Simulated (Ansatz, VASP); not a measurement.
**One calculation of Ge, two programs**

Contents of INCAR:

```
ALGO = Normal
EDIFF = 1E-6
ENCUT = 520
GGA = PE
ISIF = 2
ISMEAR = -1
LASPH = T
LCHARG = F
LREAL = F
LWAVE = F
NBANDS = 21
NELM = 100
PREC = Accurate
SIGMA = 0.05
```

The input KPOINTS:

```
k-points
0
Gamma
  10 10 6
```

Contents of POSCAR:

```
Ge
1.0
    1.4880529250     -2.5946896100      0.0000000000
    1.4880529250      2.5946896100      0.0000000000
    0.0000000000      0.0000000000      4.7275957900
Ge
2
Direct
    0.3334466300      0.6665533700      0.2500000000
    0.6665533700      0.3334466300      0.7500000000
```

The input input.yaml:

```yaml
crystal:
  lattice:
    - [1.488052925, -2.59468961, 0.0]
    - [1.488052925, 2.59468961, 0.0]
    - [0.0, 0.0, 4.72759579]
  atoms:
    - { symbol: Ge, position: [0.33344663, 0.66655337, 0.25] }
    - { symbol: Ge, position: [0.66655337, 0.33344663, 0.75] }
hamiltonian:
  xc: pbe
  pseudopotentials: { kind: paw }
kpoints:
  mp_grid: { grid: [10, 10, 6] }
  band_path:
    path:
      - [[0.0, 0.0, 0.0], [0.3322253894, 0.3322253894, 0.0], [0.0, 0.5, 0.0], [0.0, 0.5, 0.5], [0.3322253894, 0.3322253894, 0.5], [0.0, 0.0, 0.5], [0.0, 0.0, 0.0], [-0.5, 0.5, 0.0], [-0.3322253894, 0.6677746106, 0.0], [-0.3322253894, 0.6677746106, 0.5], [-0.5, 0.5, 0.5], [-0.5, 0.5, 0.0]]
      - [[0.0, 0.0, 0.5], [-0.5, 0.5, 0.5]]
    npoints: 14
scf:
  occupations: { method: fermi_dirac, width: 0.05 }
  n_extra_bands: 6
output:
  forces: true
  stress: true
  eigenvalues: true
  fatbands: false
  write_density: true
  write_potential: true
  elf: true
  volumetric_format: npy
```

Alike in both runs: functional PBE; k mesh 10 × 10 × 6; occupations fermi-dirac, width 0.05 eV; no spin polarisation.

|  | VASP | Ansatz |
| --- | --- | --- |
| version | VASP 6.6.1 | Ansatz 0.2.0 |
| potentials or method | VASP PAW PBE potentials, release 64 (Ge_d) | Ansatz PAW |
| plane-wave cutoff (eV) | 520 | 420 |
| valence electrons in the cell | 28 | 28 |
| task | single point | band structure |

|  | VASP | Ansatz | Ansatz less VASP |
| --- | --- | --- | --- |
| gap on the k mesh at the Fermi level (eV) | none | none | - |
| pressure (GPa) | 4.3 | 4.3 | -0.03 |
| traceless stress, the component that is largest in VASP (GPa) | 1.69 | 1.69 | +0.002 |

A gap of «none» marks a metal or a gap that the smearing closes. The functional is the same, so the differences come from potentials, cutoffs and numerics.
